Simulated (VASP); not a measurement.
# C in VASP: notebook

C is run at these levels: PBEsol; tasks: single point.

Program: VASP 6.6.1. These are calculated values, not measurements. Logs are shortened: lines on timing, memory, paths and dates and some standing lists are left out, and cuts for length are marked.

### 1 The cell of the first run

The cell holds a slab with vacuum, 16 atoms: a = 2.507 Å, b = 2.507 Å, c = 29.939 Å, α = 90.00°, β = 90.00°, γ = 120.00°.

### 2 Single point, PBEsol

Contents of INCAR:

```
SYSTEM = C
PREC = Accurate
ENCUT = 520
EDIFF = 1E-7
ISMEAR = 0
SIGMA = 0.05
LREAL = Auto
LASPH = .TRUE.
NELM = 60
ALGO = Normal
ISIF = 2
LWAVE = .FALSE.
LCHARG = .TRUE.
LDIPOL = .TRUE.
IDIPOL = 3
DIPOL = 0.5 0.5 0.500
GGA = PS
LELF = .TRUE.
LVHAR = .TRUE.
LVACPOTAV = .TRUE.
NBANDS = 46
```

Contents of KPOINTS:

```
Automatic mesh
0
G
  12 12 1
  0 0 0
```

Contents of POSCAR:

```
C
1.0
    2.5068463377      0.0000000000      0.0000000000
   -1.2534231689      2.1709926118      0.0000000000
    0.0000000000      0.0000000000     29.9393240022
C
16
Direct
    0.3333333333      0.6666666667      0.2505066580
    0.0000000000      0.0000000000      0.2677738495
    0.0000000000      0.0000000000      0.3191271052
    0.6666666667      0.3333333333      0.3362900195
    0.6666666667      0.3333333333      0.3876432751
    0.3333333333      0.6666666667      0.4049104666
    0.3333333333      0.6666666667      0.4570680860
    0.6666666667      0.3333333333      0.4743407269
    0.6666666667      0.3333333333      0.5256592731
    0.0000000000      0.0000000000      0.5429319140
    0.0000000000      0.0000000000      0.5950895334
    0.6666666667      0.3333333333      0.6123567249
    0.6666666667      0.3333333333      0.6637099805
    0.3333333333      0.6666666667      0.6808728948
    0.3333333333      0.6666666667      0.7322261505
    0.0000000000      0.0000000000      0.7494933420
```

Potentials or basis: VASP PAW PBE potentials, release 64 (C).

Launch:

```
cat potpaw_PBE.64/C/POTCAR > POTCAR
mpirun -np 1 vasp_std > vasp.out
```

OUTCAR:

```text
SYSTEM = C
   PREC = Accurate
   ENCUT = 520
   EDIFF = 1E-7
   ISMEAR = 0
   LREAL = Auto
   LASPH = .TRUE.
   NELM = 60
   ISIF = 2
   GGA = PS

 ion  position               nearest neighbor table
   1  0.333  0.667  0.251-   2 1.54   2 1.54   2 1.54
   2  0.000  0.000  0.268-   1 1.54   1 1.54   1 1.54   3 1.54
   3  0.000  0.000  0.319-   4 1.54   4 1.54   4 1.54   2 1.54
   4  0.667  0.333  0.336-   3 1.54   3 1.54   3 1.54   5 1.54
   5  0.667  0.333  0.388-   6 1.54   6 1.54   6 1.54   4 1.54
   6  0.333  0.667  0.405-   5 1.54   5 1.54   5 1.54   7 1.56
   7  0.333  0.667  0.457-   8 1.54   8 1.54   8 1.54   6 1.56
   8  0.667  0.333  0.474-   9 1.54   7 1.54   7 1.54   7 1.54
   9  0.667  0.333  0.526-   8 1.54  10 1.54  10 1.54  10 1.54
  10  0.000  0.000  0.543-   9 1.54   9 1.54   9 1.54  11 1.56
  11  0.000  0.000  0.595-  12 1.54  12 1.54  12 1.54  10 1.56
  12  0.667  0.333  0.612-  11 1.54  11 1.54  11 1.54  13 1.54
  13  0.667  0.333  0.664-  14 1.54  14 1.54  14 1.54  12 1.54
  14  0.333  0.667  0.681-  13 1.54  13 1.54  13 1.54  15 1.54
  15  0.333  0.667  0.732-  16 1.54  16 1.54  16 1.54  14 1.54
  16  0.000  0.000  0.749-  15 1.54  15 1.54  15 1.54

  LATTYP: Found a hexagonal cell.
 ALAT       =     2.5068463377
 C/A-ratio  =    11.9430232129

  Lattice vectors:

 A1 = (   2.5068463377,   0.0000000000,   0.0000000000)
 A2 = (  -1.2534231689,   2.1709926118,   0.0000000000)
 A3 = (   0.0000000000,   0.0000000000,  29.9393240022)

Analysis of symmetry for initial positions (statically):
=====================================================================
 Subroutine PRICEL returns:
 Original cell was already a primitive cell.

 Routine SETGRP: Setting up the symmetry group for a
 hexagonal supercell.

 Subroutine GETGRP returns: Found 12 space group operations
 (whereof  6 operations were pure point group operations)
 out of a pool of 24 trial point group operations.

The static configuration has the point symmetry C_3v.
 The point group associated with its full space group is D_3d.

Analysis of symmetry for dynamics (positions and initial velocities):
=====================================================================
 Subroutine PRICEL returns:
 Original cell was already a primitive cell.

 Routine SETGRP: Setting up the symmetry group for a
 hexagonal supercell.

 Subroutine GETGRP returns: Found 12 space group operations
 (whereof  6 operations were pure point group operations)
 out of a pool of 24 trial point group operations.

The dynamic configuration has the point symmetry C_3v.
 The point group associated with its full space group is D_3d.

 Subroutine INISYM returns: Found 12 space group operations
 (whereof  6 operations are pure point group operations),
 and found     1 'primitive' translations

----------------------------------------------------------------------------------------

                                     Primitive cell

  volume of cell :     162.9401

  direct lattice vectors                    reciprocal lattice vectors
     2.506846338  0.000000000  0.000000000     0.398907578  0.230309397  0.000000000
    -1.253423169  2.170992612  0.000000000     0.000000000  0.460618795  0.000000000
     0.000000000  0.000000000 29.939324002     0.000000000  0.000000000  0.033400888

  length of vectors
     2.506846338  2.506846338 29.939324002     0.460618795  0.460618795  0.033400888

  position of ions in fractional coordinates (direct lattice)
     0.333333333  0.666666667  0.250506658
     0.000000000  0.000000000  0.267773850
     0.000000000  0.000000000  0.319127105
     0.666666667  0.333333333  0.336290019
     0.666666667  0.333333333  0.387643275
     0.333333333  0.666666667  0.404910467
[... 8 lines left out ...]
     0.333333333  0.666666667  0.732226150
     0.000000000  0.000000000  0.749493342

  ion indices of the primitive-cell ions
   primitive index   ion index
                 1           1
                 2           2
                 3           3
                 4           4
                 5           5
                 6           6
[... 8 lines left out ...]
                15          15
                16          16

----------------------------------------------------------------------------------------

 KPOINTS: Automatic mesh

Automatic generation of k-mesh.
 Grid dimensions read from file:
 generate k-points for:   12   12    1

 Generating k-lattice:

  Cartesian coordinates                     Fractional coordinates (reciprocal lattice)
     0.033242298  0.019192450  0.000000000     0.083333333 -0.000000000  0.000000000
     0.000000000  0.038384900  0.000000000     0.000000000  0.083333333  0.000000000
     0.000000000  0.000000000  0.033400888     0.000000000  0.000000000  1.000000000

  Length of vectors
     0.038384900  0.038384900  0.033400888

  Shift w.r.t. Gamma in fractional coordinates (k-lattice)
     0.000000000  0.000000000  0.000000000

[... 65 lines left out ...]
 non-spin polarized calculation
 Gauss-broadening in eV      SIGMA  =   0.05
  energy-cutoff  :      520.00
  volume of cell :      162.94
 maximum number of plane-waves:      4455
 NGX is ok and might be reduce to    20
   NGX =  9   NGY =  9   NGZ =111

 dipolmoment           0.000000      0.000000     -0.000000 electrons x Angstroem

 number of electron      64.0000000 magnetization

 dipolmoment           0.000000      0.000000      0.000001 electrons x Angstroem

 Free energy of the ion-electron system (eV)
  ---------------------------------------------------
  ext. energy  EPLUGINS =         0.00000000
  ---------------------------------------------------
  free energy    TOTEN  =      -148.69001612 eV

  energy without entropy =     -148.66570070  energy(sigma->0) =     -148.67785841

 E-fermi :   3.3582     XC(G=0):  -8.0077

 val. band max:        3.3544156527   @ k =   0.2500   0.0000   0.0000
 cond. band min:       3.3624556444   @ k =   0.2500   0.2500   0.0000
 fundamental gap:      0.0080399918
 Fermi energy:         3.3581570417

 k-point     1 :       0.0000    0.0000    0.0000
  band No.  band energies     occupation
      1     -19.4090      2.00000
      2     -18.9753      2.00000
      3     -18.3804      2.00000
      4     -17.5439      2.00000
      5     -16.6381      2.00000
      6     -15.5414      2.00000
[... 36 lines left out ...]
     43       9.4786      0.00000
     44       9.8348      0.00000

 k-point     2 :       0.0833    0.0000    0.0000
  band No.  band energies     occupation
      1     -19.2359      2.00000
      2     -18.8026      2.00000
      3     -18.2084      2.00000
      4     -17.3736      2.00000
      5     -16.4693      2.00000
      6     -15.3752      2.00000
[... 36 lines left out ...]
     43       9.8657      0.00000
     44       9.8770      0.00000

 k-point     3 :       0.1667    0.0000    0.0000
  band No.  band energies     occupation
      1     -18.7184      2.00000
      2     -18.2865      2.00000
      3     -17.6946      2.00000
      4     -16.8649      2.00000
      5     -15.9653      2.00000
      6     -14.8796      2.00000
[... 36 lines left out ...]
     43      10.0155      0.00000
     44      10.6020      0.00000

 k-point     4 :       0.2500    0.0000    0.0000
  band No.  band energies     occupation
      1     -17.8628      2.00000
      2     -17.4336      2.00000
      3     -16.8454      2.00000
      4     -16.0259      2.00000
      5     -15.1344      2.00000
      6     -14.0641      2.00000
[... 647 lines left out ...]
     43      12.7710      0.00000
     44      12.7922      0.00000

 k-point    18 :       0.3333    0.2500    0.0000
  band No.  band energies     occupation
      1     -13.4117      2.00000
      2     -13.0201      2.00000
      3     -12.4747      2.00000
      4     -12.0116      2.00000
      5     -11.4123      2.00000
      6     -11.1352      2.00000
[... 36 lines left out ...]
     43      12.7002      0.00000
     44      12.8760      0.00000

 k-point    19 :       0.3333    0.3333    0.0000
  band No.  band energies     occupation
      1     -12.2800      2.00000
      2     -11.8798      2.00000
      3     -11.8403      2.00000
      4     -11.8402      2.00000
      5     -11.4938      2.00000
      6     -11.2437      2.00000
[... 36 lines left out ...]
     43      13.4495      0.00000
     44      13.4495      0.00000
 [bands above 44 left out]

------------------------ aborting loop because EDIFF is reached ----------------------------------------

  FORCE on cell =-STRESS in cart. coord.  units (eV):
  Direction    XX          YY          ZZ          XY          YZ          ZX
  --------------------------------------------------------------------------------------
  -------------------------------------------------------------------------------------
  Total        0.8324772      0.8324772     -2.0533349     -0.0000000      0.0000000      0.0000000
  in kB        8.1856827      8.1856827    -20.1902793     -0.0000000      0.0000000      0.0000000
  external PRESSURE =      -1.2729713 kB  Pullay stress =       0.0000000 kB

 VOLUME and BASIS-vectors are now :
 -----------------------------------------------------------------------------
  energy-cutoff  :      520.00
  volume of cell :      162.94
      direct lattice vectors                 reciprocal lattice vectors
     2.506846338  0.000000000  0.000000000     0.398907578  0.230309397  0.000000000
    -1.253423169  2.170992612  0.000000000     0.000000000  0.460618795  0.000000000
     0.000000000  0.000000000 29.939324002     0.000000000  0.000000000  0.033400888

 POSITION                                       TOTAL-FORCE (eV/Angst)
 -----------------------------------------------------------------------------------
     -0.00000      1.44733      7.50000         0.000000      0.000000      4.210174
      0.00000      0.00000      8.01697         0.000000      0.000000     -4.821912
      0.00000      0.00000      9.55445        -0.000000      0.000000      0.851161
      1.25342      0.72366     10.06830         0.000000      0.000000     -0.388461
      1.25342      0.72366     11.60578         0.000000      0.000000      0.147941
     -0.00000      1.44733     12.12275         0.000000     -0.000000     -0.066289
[... 8 lines left out ...]
     -0.00000      1.44733     21.92236        -0.000000     -0.000000      4.821912
      0.00000      0.00000     22.43932        -0.000000     -0.000000     -4.210174
 -----------------------------------------------------------------------------------
    total drift:                                0.000000      0.000000      0.000087

  FREE ENERGIE OF THE ION-ELECTRON SYSTEM (eV)
  ---------------------------------------------------
  free  energy   TOTEN  =      -148.6900161190 eV

  energy  without entropy=     -148.6657007039  energy(sigma->0) =     -148.67785841

 vacuum level on the upper side and lower side of the slab         8.974         8.974
```

Run time: 3 min. Hardware: 1 thread of Intel Xeon 6975P-C (Granite Rapids), shared host; peak memory 0.32 GiB.

Results:

```yaml
Free_energy: -148.6900 eV
Largest_force: 4.822 eV/Å
Band_gap_on_the_k_mesh: zero (bands 32 and 33 overlap by 0.22 eV)
```

Forces in eV/Å, atoms in the order of the input:
```
C    0.000  0.000  4.210
C    0.000  0.000 -4.822
C    0.000  0.000  0.851
C    0.000  0.000 -0.388
C    0.000  0.000  0.148
C    0.000  0.000 -0.066
C    0.000  0.000  0.039
C    0.000  0.000 -0.022
C    0.000  0.000  0.022
C    0.000  0.000 -0.039
C    0.000  0.000  0.066
C    0.000  0.000 -0.148
C    0.000  0.000  0.388
C    0.000  0.000 -0.851
C    0.000  0.000  4.822
C    0.000  0.000 -4.210
```

Levels at points of the mesh, in eV from the Fermi level:
```
           k point  band 31  band 32  band 33  band 34  band 35  band 36
(0.00, 0.00, 0.00)    -0.67    -0.04     0.15     4.42     4.42     4.89
(0.50, 0.00, 0.00)    -3.69    -0.11    -0.10     3.48     3.89     4.47
```

Caveat: the PAW data sets were made with another functional, which shifts forces and pressure a little.

### 3 Single point, PBEsol

Contents of INCAR:

```
SYSTEM = C
PREC     = Accurate       ! precision mode
ENCUT    = 520            ! plane-wave cutoff, eV
EDIFF    = 1E-7           ! SCF threshold, eV
ISMEAR   = 0              ! smearing method
SIGMA    = 0.05           ! smearing width, eV
LREAL    = Auto         
LASPH    = .TRUE.         ! aspherical terms in the spheres
NELM     = 60             ! most SCF steps
ALGO     = Normal         ! electronic algorithm
ISIF     = 2              ! what is computed and relaxed
LWAVE    = .FALSE.        ! write WAVECAR
LCHARG   = .FALSE.        ! write CHGCAR
LDIPOL   = .TRUE.       
IDIPOL   = 3            
DIPOL    = 0.5 0.5 0.500
GGA      = PS             ! functional
NBANDS   = 46             ! bands
```

Contents of KPOINTS:

```
regular mesh
0
G
  12 12 1
  0 0 0
```

Contents of POSCAR:

```
C
1.0
    2.5068463377      0.0000000000      0.0000000000
   -1.2534231689      2.1709926118      0.0000000000
    0.0000000000      0.0000000000     29.9393240022
C
16
Direct
    0.3333333333      0.6666666667      0.2549851056
    0.0000000000      0.0000000000      0.2637521354
    0.0000000000      0.0000000000      0.3196019618
    0.6666666667      0.3333333333      0.3358379501
    0.6666666667      0.3333333333      0.3876816100
    0.3333333333      0.6666666667      0.4048501005
    0.3333333333      0.6666666667      0.4570798384
    0.6666666667      0.3333333333      0.4743340918
    0.6666666667      0.3333333333      0.5256650675
    0.0000000000      0.0000000000      0.5429194928
    0.0000000000      0.0000000000      0.5951503097
    0.6666666667      0.3333333333      0.6123189392
    0.6666666667      0.3333333333      0.6641622069
    0.3333333333      0.6666666667      0.6803982247
    0.3333333333      0.6666666667      0.7362479656
    0.0000000000      0.0000000000      0.7450150000
```

Potentials or basis: VASP PAW PBE potentials, release 64 (C).

Launch:

```
cat potpaw_PBE.64/C/POTCAR > POTCAR
mpirun -np 1 vasp_std > vasp.out
```

It took 2.7 min on 1 thread of Intel Xeon 6975P-C (Granite Rapids), shared host; peak memory 0.33 GiB.

Results (log left out):

```
Free energy            : -149.7982 eV
Largest force          : 0.023 eV/Å
Band gap on the k mesh : zero (bands 32 and 33 overlap by 0.91 eV)
```

Forces in eV/Å, atoms in the order of the input:
```
C    0.000  0.000 -0.023
C    0.000  0.000 -0.012
C    0.000  0.000 -0.016
C    0.000  0.000  0.015
C    0.000  0.000 -0.018
C    0.000  0.000  0.013
C    0.000  0.000 -0.004
C    0.000  0.000  0.001
C    0.000  0.000 -0.001
C    0.000  0.000  0.004
C    0.000  0.000 -0.013
C    0.000  0.000  0.018
C    0.000  0.000 -0.015
C    0.000  0.000  0.016
C    0.000  0.000  0.012
C    0.000  0.000  0.023
```

Levels at points of the mesh, in eV from the Fermi level:
| k point | band 29 | band 30 | band 31 | band 32 | band 33 | band 34 |
| --- | --- | --- | --- | --- | --- | --- |
| (0.00, 0.00, 0.00) | -2.38 | -2.05 | -2.05 | 0.40 | 0.63 | 3.67 |
| (0.50, 0.00, 0.00) | -5.45 | -5.34 | -5.02 | -0.26 | -0.25 | 2.69 |

Caveat: the PAW data sets were made with another functional, which shifts forces and pressure a little.

### 4 Single point, PBEsol

Contents of INCAR:

```
PREC = Accurate ; ENCUT = 520
EDIFF = 1E-6 ; ISMEAR = 0
SIGMA = 0.05 ; LREAL = Auto
LASPH = True ; NELM = 100
ALGO = Normal ; ISIF = 2
LWAVE = False ; LCHARG = False
LDIPOL = True ; IDIPOL = 3
DIPOL = 0.5 0.5 0.500 ; GGA = PS
ISYM = 0 ; NBANDS = 46
```

Contents of KPOINTS:

```
regular mesh
0
Gamma
  12 12 1
```

Contents of POSCAR:

```
C
1.0
    2.5068463377      0.0000000000      0.0000000000
   -1.2534231689      2.1709926118      0.0000000000
    0.0000000000      0.0000000000     29.9393240022
C
16
Direct
    0.3333333333      0.6666666667      0.2505066580
    0.0000000000      0.0000000000      0.2677738495
    0.0000000000      0.0000000000      0.3191271052
    0.6666666667      0.3333333333      0.3362900195
    0.6666666667      0.3333333333      0.3876432751
    0.3333333333      0.6666666667      0.4049104666
    0.3333333333      0.6666666667      0.4570680860
    0.6666666667      0.3333333333      0.4743407269
    0.6666666667      0.3333333333      0.5256592731
    0.0000000000      0.0000000000      0.5429319140
    0.0000000000      0.0000000000      0.5950895334
    0.6666666667      0.3333333333      0.6123567249
    0.6666666667      0.3333333333      0.6637099805
    0.3333333333      0.6666666667      0.6808728948
    0.3333333333      0.6666666667      0.7322261505
    0.0000000000      0.0000000000      0.7494933420
```

Launch:

```
cat potpaw_PBE.64/C/POTCAR > POTCAR
mpirun -np 1 vasp_std > vasp.out
```

It took 23 min on 1 thread of Intel Xeon 6975P-C (Granite Rapids), shared host; peak memory 0.47 GiB.

It converged, with:

```yaml
Free_energy: -148.6900 eV
Largest_force: 4.823 eV/Å
Band_gap_on_the_k_mesh: zero (bands 32 and 33 overlap by 0.22 eV)
```

Forces in eV/Å, atoms in the order of the input:
```
C    0.000  0.000  4.217
C    0.000  0.000 -4.821
C    0.000  0.000  0.851
C    0.000  0.000 -0.390
C    0.000  0.000  0.145
C    0.000  0.000 -0.070
C    0.000  0.000  0.042
C    0.000  0.000 -0.024
C    0.000  0.000  0.020
C    0.000  0.000 -0.036
C    0.000  0.000  0.063
C    0.000  0.000 -0.151
C    0.000  0.000  0.387
C    0.000  0.000 -0.852
C    0.000  0.000  4.823
C    0.000  0.000 -4.204
```

Levels at points of the mesh, in eV from the Fermi level:
| k point | band 29 | band 30 | band 31 | band 32 | band 33 | band 34 | band 35 | band 36 | band 37 | band 38 |
| --- | --- | --- | --- | --- | --- | --- | --- | --- | --- | --- |
| (0.00, 0.00, 0.00) | -0.71 | -0.67 | -0.67 | -0.04 | 0.15 | 4.42 | 4.42 | 4.89 | 5.13 | 5.13 |
| (0.50, 0.00, 0.00) | -4.57 | -3.75 | -3.69 | -0.11 | -0.10 | 3.48 | 3.89 | 4.47 | 4.77 | 5.18 |
| (0.00, 0.50, 0.00) | -4.57 | -3.75 | -3.69 | -0.11 | -0.10 | 3.48 | 3.89 | 4.47 | 4.77 | 5.18 |
| (0.50, 0.50, 0.00) | -4.57 | -3.75 | -3.69 | -0.11 | -0.10 | 3.48 | 3.89 | 4.47 | 4.77 | 5.18 |

Caveat: the PAW data sets were made with another functional, which shifts forces and pressure a little.
